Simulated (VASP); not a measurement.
Wanted: the native input for a VASP 6.6.1 run.

| Quantity | Value |
| --- | --- |
| Task | single point |
| Functional | PBE |
| Potentials or basis | VASP PAW PBE potentials, release 64 (Al, Cu) |
| Cutoff | 520 eV |
| k mesh | 5 × 5 × 6 |
| Occupations | gaussian, width 0.1 eV |
| Spin | no spin polarisation |
| Dipole correction | no |
| Further INCAR settings | LREAL = Auto; ALGO = Normal; EDIFF = 1e-06; NBANDS = 98 |

The structure of Al13Cu11 lies in POSCAR:

```
Al13Cu11
1.0
    7.8300310000     -0.2303400000     -0.6423240000
   -0.2054790000      7.0214630000      0.5705900000
   -0.6930820000      0.5841400000      6.3624890000
Al Cu
13 11
Direct
    0.0970988360      0.6517045026      0.8841647742
    0.5842960136      0.4686254556      0.2181203232
    0.5753856617      0.9879479170      0.8916130521
    0.6111086672      0.8904103981      0.5012661006
    0.0729999394      0.2750790942      0.5644416797
    0.6269837752      0.3676187811      0.8517842154
    0.3007733950      0.2555297866      0.9649811679
    0.8339066636      0.5649880014      0.5537502315
    0.8073067917      0.1519591349      0.2194318465
    0.1671625616      0.7005657846      0.4715469894
    0.4163924445      0.2031985511      0.5040571925
    0.9675409179      0.9779302932      0.9469629538
    0.3503262150      0.8337020894      0.1670728744
    0.9437760383      0.9151202113      0.5560893452
    0.4180395195      0.6461490062      0.8617226526
    0.2496566490      0.9688507477      0.7533315910
    0.1516044317      0.0697207045      0.2861302839
    0.4716297176      0.5646430967      0.5193867020
    0.7484280353      0.2054704236      0.5834410250
    0.9605494586      0.3316863676      0.9095008044
    0.9208386686      0.5079263592      0.2115266532
    0.7570749396      0.7026181168      0.8602184562
    0.2374966502      0.4529859982      0.2369740275
    0.7509266735      0.8011966012      0.2111631645
```

These files were run (other wordings do the same):

INCAR

```
ALGO = Normal ; EDIFF = 1E-6
ENCUT = 520 ; GGA = PE
ISIF = 2 ; ISMEAR = 0
LASPH = True ; LCHARG = True
LELF = True ; LREAL = Auto
LUSENCCL = False ; LVHAR = True
LWAVE = False ; NBANDS = 98
NELM = 60 ; PREC = Accurate
SIGMA = 0.1
```

KPOINTS

```
k-points
0
Gamma
  5 5 6
```

Potentials or basis: VASP PAW PBE potentials, release 64 (Al, Cu).

The run is started by

```sh
$ cat potpaw_PBE.64/Al/POTCAR potpaw_PBE.64/Cu/POTCAR > POTCAR
$ mpirun -np 1 vasp_std > vasp.out
```

Results of the run:

```json
{"Pressure": "0.1 GPa", "Largest force": "0.130 eV/Å", "Band gap on the k mesh": "zero (bands 80 and 81 overlap by 1.10 eV)"}
```

Run time: 5.6 min on 1 × NVIDIA H100 80GB with 1 thread of AMD EPYC 7R13 Processor (Zen 3) (shared host), peak memory 2.4 GiB.
